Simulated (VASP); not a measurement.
# Si (Fm-3m) in VASP: further runs, part 2 of 2

VASP 6.6.1. Earlier steps stand in the parts before.

### Step 3. Single point, PBE+D3(BJ)

The input, INCAR:

```
PREC     = Accurate       # precision mode
ENCUT    = 520            # plane-wave cutoff, eV
EDIFF    = 1E-6           # SCF threshold, eV
ISMEAR   = 1              # smearing method
SIGMA    = 0.02           # smearing width, eV
LREAL    = F              # projectors in reciprocal space
LASPH    = T              # aspherical terms in the spheres
NELM     = 100            # most SCF steps
ALGO     = Normal         # electronic algorithm
ISIF     = 2              # what is computed and relaxed
LWAVE    = F              # write WAVECAR
LCHARG   = T              # write CHGCAR
GGA      = PE             # functional
IVDW     = 12             # dispersion correction
LELF     = T              # ELF
LVHAR    = T            
NBANDS   = 8              # bands
```

The input, KPOINTS:

```
Automatic mesh
0
Gamma
  7 7 7
```

The input, POSCAR:

```
Si
1.0
    0.0000000000      1.6700000000      1.6700000000
    1.6700000000      0.0000000000      1.6700000000
    1.6700000000      1.6700000000      0.0000000000
Si
1
Direct
    0.0000000000      0.0000000000      0.0000000000
```

Potentials or basis: VASP PAW PBE potentials, release 64 (Si).

The run is started by

```
$ cat potpaw_PBE.64/Si/POTCAR > POTCAR
$ mpirun -np 1 vasp_std > vasp.out
```

OUTCAR:

```text
PREC = Accurate
   ENCUT = 520
   EDIFF = 1E-6
   ISMEAR = 1
   LREAL = F
   LASPH = T
   NELM = 100
   ISIF = 2
   GGA = PE
   IVDW = 12
 IVDW          = 12

 ion  position               nearest neighbor table
   1  0.000  0.000  0.000-

  LATTYP: Found a face centered cubic cell.
 ALAT       =     3.3400000000

  Lattice vectors:

 A1 = (   0.0000000000,   1.6700000000,   1.6700000000)
 A2 = (   1.6700000000,   0.0000000000,   1.6700000000)
 A3 = (   1.6700000000,   1.6700000000,   0.0000000000)

Analysis of symmetry for initial positions (statically):
=====================================================================
 Subroutine PRICEL returns:
 Original cell was already a primitive cell.

 Routine SETGRP: Setting up the symmetry group for a
 face centered cubic supercell.

 Subroutine GETGRP returns: Found 48 space group operations
 (whereof 48 operations were pure point group operations)
 out of a pool of 48 trial point group operations.

The static configuration has the point symmetry O_h .

Analysis of symmetry for dynamics (positions and initial velocities):
=====================================================================
 Subroutine PRICEL returns:
 Original cell was already a primitive cell.

 Routine SETGRP: Setting up the symmetry group for a
 face centered cubic supercell.

 Subroutine GETGRP returns: Found 48 space group operations
 (whereof 48 operations were pure point group operations)
 out of a pool of 48 trial point group operations.

The dynamic configuration has the point symmetry O_h .

 Subroutine INISYM returns: Found 48 space group operations
 (whereof 48 operations are pure point group operations),
 and found     1 'primitive' translations

----------------------------------------------------------------------------------------

[... 104 lines left out ...]
     AMIX     =   0.40;   BMIX     =  1.00
     AMIX_MAG =   1.60;   BMIX_MAG =  1.00
  volume/ion in A,a.u.               =       9.31        62.86
  Fermi-wavevector in a.u.,A,eV,Ry     =   1.235099  2.333998 20.755266  1.525469
  Thomas-Fermi vector in A             =   2.369762
   LORBIT       =      0    0 simple, 1 ext, 2 COOP (PROOUT), +10 PAW based schemes
   GGA     = PE    functional components
   LHFCALC =     F    Hartree Fock is set to
   AEXX    =    0.0000 exact exchange contribution
   IVDW    =    12    specifies the selected vdW correction
   LEPSILON=     F    determine dielectric tensor
   LRPA    =     F    only Hartree local field effects (RPA)
 non-spin polarized calculation
 Methfessel and Paxton  Order N= 1 SIGMA  =   0.02
  energy-cutoff  :      520.00
  volume of cell :        9.31
 maximum number of plane-waves:       262
 NGX is ok and might be reduce to    18
   NGX =  9   NGY =  9   NGZ =  9

 number of electron       4.0000000 magnetization

 Free energy of the ion-electron system (eV)
  ---------------------------------------------------
  ext. energy  EPLUGINS =         0.00000000
  ---------------------------------------------------
  free energy    TOTEN  =        -3.84680551 eV

  energy without entropy =       -3.84654943  energy(sigma->0) =       -3.84672015

 E-fermi :  16.7396     XC(G=0): -13.0696

 val. band max:       16.7342071069   @ k =   0.4286   0.2857   0.0000
 cond. band min:      16.7623566596   @ k =   0.2857   0.0000   0.0000
 fundamental gap:      0.0281495528
 Fermi energy:        16.7396122070

 k-point     1 :       0.0000    0.0000    0.0000
  band No.  band energies     occupation
      1      -2.0752      2.00000
      2      30.8968      0.00000
      3      30.8968      0.00000
      4      30.8968      0.00000
      5      34.6769      0.00000
      6      34.6769      0.00000
      7      34.6769      0.00000
      8      37.3200      0.00000
[... 199 lines left out ...]
 k-point    20 :      -0.2857    0.4286    0.1429
  band No.  band energies     occupation
      1      10.9170      2.00000
      2      11.7474      2.00000
      3      14.4018      2.00000
      4      18.9642      0.00000
      5      31.8810      0.00000
      6      38.3963      0.00000
      7      38.7092      0.00000
      8      41.4811      0.00000

------------------------ aborting loop because EDIFF is reached ----------------------------------------

 Edisp (eV)   -0.67694

 E8    (eV) :    -0.2787

  FORCE on cell =-STRESS in cart. coord.  units (eV):
  Direction    XX          YY          ZZ          XY          YZ          ZX
  --------------------------------------------------------------------------------------
  -------------------------------------------------------------------------------------
  Total       4.87809     4.87809     4.87809    -0.00000     0.00000     0.00000
  in kB     839.03697   839.03697   839.03697    -0.00000     0.00000     0.00000
  external pressure =      839.04 kB  Pullay stress =        0.00 kB

 VOLUME and BASIS-vectors are now :
 -----------------------------------------------------------------------------
  energy-cutoff  :      520.00
  volume of cell :        9.31
      direct lattice vectors                 reciprocal lattice vectors
     0.000000000  1.670000000  1.670000000    -0.299401198  0.299401198  0.299401198
     1.670000000  0.000000000  1.670000000     0.299401198 -0.299401198  0.299401198
     1.670000000  1.670000000  0.000000000     0.299401198  0.299401198 -0.299401198

 POSITION                                       TOTAL-FORCE (eV/Angst)
 -----------------------------------------------------------------------------------
      0.00000      0.00000      0.00000         0.000000      0.000000      0.000000
 -----------------------------------------------------------------------------------
    total drift:                               -0.000000     -0.000000      0.000000

  FREE ENERGIE OF THE ION-ELECTRON SYSTEM (eV)
  ---------------------------------------------------
  free  energy   TOTEN  =        -4.5237482349 eV

  energy  without entropy=       -4.5234921574  energy(sigma->0) =       -4.52366288
```

stdout:

```text
POSCAR found type information on POSCAR Si
 POSCAR found :  1 types and       1 ions
 scaLAPACK will be used
 LDA part: xc-table for (Slater+PW92), standard interpolation
 POSCAR, INCAR and KPOINTS ok, starting setup
 FFT: planning ... GRIDC
 FFT: planning ... GRID_SOFT
 FFT: planning ... GRID
 WAVECAR not read
 entering main loop
```

Wall time 1.2 s (1 thread of AMD EPYC 9R45 (Zen 5), shared host); peak memory 0.09 GiB.

What came out:

```yaml
Free_energy: -4.5237 eV
Pressure: 83.9 GPa
Band_gap_on_the_k_mesh: zero (band 2 reaches 30.90 eV, above the bottom of band 3 at 14.40 eV)
Dispersion_energy_per_atom: -0.677 eV
```

Caveat: the k points lie up to 0.47 Å⁻¹ apart; pairwise dispersion overbinds metals, which lowers pressure and volume.
